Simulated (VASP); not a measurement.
NaLaMnMoO6:

```
Na La Mn Mo O
1.0
     0.00000    3.86259    3.86259
     3.86259    0.00000    3.86259
     3.86259    3.86259    0.00000
Na La Mn Mo O
1 1 1 1 6
Direct
  0.25000 0.25000 0.25000
  0.75000 0.75000 0.75000
  0.50000 0.50000 0.50000
  0.00000 0.00000 0.00000
  0.74662 0.25338 0.25338
  0.25338 0.25338 0.74662
  0.25338 0.74662 0.25338
  0.74662 0.25338 0.74662
  0.74662 0.74662 0.25338
  0.25338 0.74662 0.74662
```

Program: VASP 6.6.1. Alike in all runs: task single point; spin collinear, ferromagnetic start; cell as given; cutoff (eV) 520; smearing fermi-dirac 0.05 eV.

Q: Order these runs on this cell by their pressure, lowest first.
A. level LDA; potentials or basis VASP PAW LDA potentials, release 64 (Na_pv, La, Mn_pv, Mo_sv, O); k mesh 6 × 6 × 6
B. level revPBE; potentials or basis VASP PAW PBE potentials, release 64 (Na_pv, La, Mn_pv, Mo_sv, O); k mesh 6 × 6 × 6
C. level PBE; potentials or basis VASP PAW PBE potentials, release 64 (Na_pv, La, Mn_pv, Mo_sv, O); k mesh 8 × 8 × 8

A: A (-12.2 GPa), C (0.2 GPa), B (3.7 GPa).

Caveats: a cell with one magnetic atom can't hold antiferromagnetic order, which such compounds often take; the cell stands under pressure (at least some runs); the PAW data sets were made with another functional, which shifts forces and pressure a little (at least some runs); the cell stands under tension (at least some runs).
